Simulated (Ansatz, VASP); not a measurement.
Ni: VASP beside Ansatz

INCAR

```
ALGO = Normal
EDIFF = 1E-6
ENCUT = 520
GGA = CA
ISIF = 2
ISMEAR = 1
ISPIN = 2
LASPH = T
LCHARG = T
LELF = T
LMAXMIX = 4
LORBIT = 11
LREAL = F
LVHAR = T
LWAVE = F
MAGMOM = 0.607
NBANDS = 15
NELM = 150
PREC = Accurate
SIGMA = 1.0
```

File KPOINTS:

```
k-points
0
Gamma
  16 16 16
```

POSCAR

```
Ni
1.0
    0.0000000000      1.7124646296      1.7124646296
    1.7124646296      0.0000000000      1.7124646296
    1.7124646296      1.7124646296      0.0000000000
Ni
1
Direct
    0.0000000000      0.0000000000      0.0000000000
```

Input for Ansatz:

```yaml
crystal:
  lattice:
    - [0.0, 1.7124646296, 1.7124646296]
    - [1.7124646296, 0.0, 1.7124646296]
    - [1.7124646296, 1.7124646296, 0.0]
  atoms:
    - { symbol: Ni, position: [0.0, 0.0, 0.0], spin: 0.607 }
hamiltonian:
  xc: lda
  pseudopotentials:
    kind: paw
    azcp:
      Ni: "pseudopotentials/Ni.paw.azcp"
basis:
  ecutwfc: 420
  fft_grid_basis: typed
kpoints:
  mp_grid: { grid: [16, 16, 16], shift: [0, 0, 0] }
magnetization:
  spin_polarized: true
scf:
  occupations: { method: cold, width: 1.0 }
  lower_state_search: "off"
output:
  stress: true
```

Alike in both runs: task single point; functional LDA; k mesh 16 × 16 × 16; collinear spin.

|  | VASP | Ansatz |
| --- | --- | --- |
| version | VASP 6.6.1 | Ansatz 0.2.0 |
| potentials or method | VASP PAW LDA potentials, release 64 (Ni), cutoff 520 eV | plane waves (420 eV) with PAW, scalar-relativistic |
| occupations | methfessel-paxton of order 1, width 1 eV | cold, width 1 eV |
| valence electrons in the cell | 10 | 18 |

|  | VASP | Ansatz | Ansatz less VASP |
| --- | --- | --- | --- |
| pressure (GPa) | -1.5 | -4.8 | -3.24 |
| net moment per atom (μB) | 0.00 | 0.00 | -0.002 |

Ansatz warns that its potentials were made for another functional, while VASP's fit it. LDA's correlation is that of Perdew and Zunger in VASP and of Perdew and Wang (1992) in Ansatz. VASP's potentials hold 10 valence electrons a cell and Ansatz's 18, so a difference there can come from the potentials and not from the codes. Ansatz's warnings: seeded moment not kept, stability check not made.
